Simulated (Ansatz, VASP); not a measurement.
**CdCo2: VASP beside Ansatz**

```
CELL_PARAMETERS angstrom
0.00000 3.46639 3.46639
3.46639 0.00000 3.46639
3.46639 3.46639 0.00000
ATOMIC_POSITIONS crystal
Cd 0.00000 0.00000 0.00000
Cd 0.25000 0.25000 0.25000
Co 0.62500 0.62500 0.62500
Co 0.12500 0.62500 0.62500
Co 0.62500 0.62500 0.12500
Co 0.62500 0.12500 0.62500
```

Alike in both runs: functional PBE; k mesh 4 × 4 × 4; occupations gaussian, width 0.1 eV; collinear spin.

Ansatz relaxed the structure, and its values are those at the end. VASP's run is a single point on that final structure, the one shown.

|  | VASP | Ansatz |
| --- | --- | --- |
| version | VASP 6.6.1 | Ansatz 0.2.0 |
| potentials or method | VASP PAW PBE potentials, release 64 (Cd, Co), cutoff 520 eV | scalar-relativistic, plane waves, PAW |
| valence electrons in the cell | 60 | 108 |

|  | VASP | Ansatz | Ansatz less VASP |
| --- | --- | --- | --- |
| gap on the k mesh at the Fermi level (eV) | none | none | - |
| pressure (GPa) | 0.0 | -0.3 | -0.23 |
| net moment per atom (μB) | 0.91 | 0.91 | 0.000 |
| size of the moment on the site where the two differ most (μB) | 1.45 | 1.48 | +0.031 |

Site moments also hang on the region over which each program counts them. A gap of «none» marks a metal or a gap that the smearing closes. With one functional, cell and mesh, what is left measures potentials, basis and numerics. VASP's potentials hold 60 valence electrons a cell and Ansatz's 108, so a difference there can come from the potentials and not from the codes.

The k mesh is coarse, so the values compare programs but aren't converged.
